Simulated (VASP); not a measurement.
Write the native input for VASP 6.6.1 that does the following.

- Task: single point
- Functional: PBE
- Potentials or basis: VASP PAW PBE potentials, release 64 (Yb, B)
- Cutoff: 520 eV
- k mesh: 21 × 21 × 16
- Occupations: gaussian, width 0.03 eV
- Spin: no spin polarisation
- Dipole correction: no
- Further INCAR settings: ALGO = Normal; EDIFF = 1e-07; NBANDS = 22

The structure of YbB2 lies in POSCAR:

```
YbB2
1.0
    3.2287060051      0.0000000000      0.0000000000
   -1.6143530026      2.7961414218      0.0000000000
    0.0000000000      0.0000000000      3.8468011645
Yb B
1 2
Direct
    0.0000000000      0.0000000000      0.0000000000
    0.3333333333      0.6666666667      0.5000000000
    0.6666666667      0.3333333333      0.5000000000
```

One way to write it, as run:

INCAR

```
SYSTEM = YbB2
  PREC = Accurate
  ENCUT = 520
  EDIFF = 1E-7
  ISMEAR = 0
  SIGMA = 0.03
  LREAL = .FALSE.
  LASPH = .TRUE.
  NELM = 80
  ALGO = Normal
  ISIF = 2
  LWAVE = .FALSE.
  LCHARG = .TRUE.
  GGA = PE
  LELF = .TRUE.
  LVHAR = .TRUE.
  NBANDS = 22
```

KPOINTS

```
Automatic mesh
0
G
  21 21 16
  0 0 0
```

Potentials or basis: VASP PAW PBE potentials, release 64 (Yb, B).

The run is started by

```console
$ cat potpaw_PBE.64/Yb/POTCAR potpaw_PBE.64/B/POTCAR > POTCAR
$ mpirun -np 1 vasp_std > vasp.out
```

Results of the run:

| Property | Result |
| --- | --- |
| Pressure | 0.3 GPa |
| Band gap on the k mesh | zero (bands 15 and 16 overlap by 1.26 eV) |

Caveat: spin-orbit coupling is left out, which moves the levels of the heavy elements.

It took 8.4 min on 1 thread of Intel(R) Xeon(R) Platinum 8488C (Sapphire Rapids), on a shared host, peak memory 0.47 GiB.
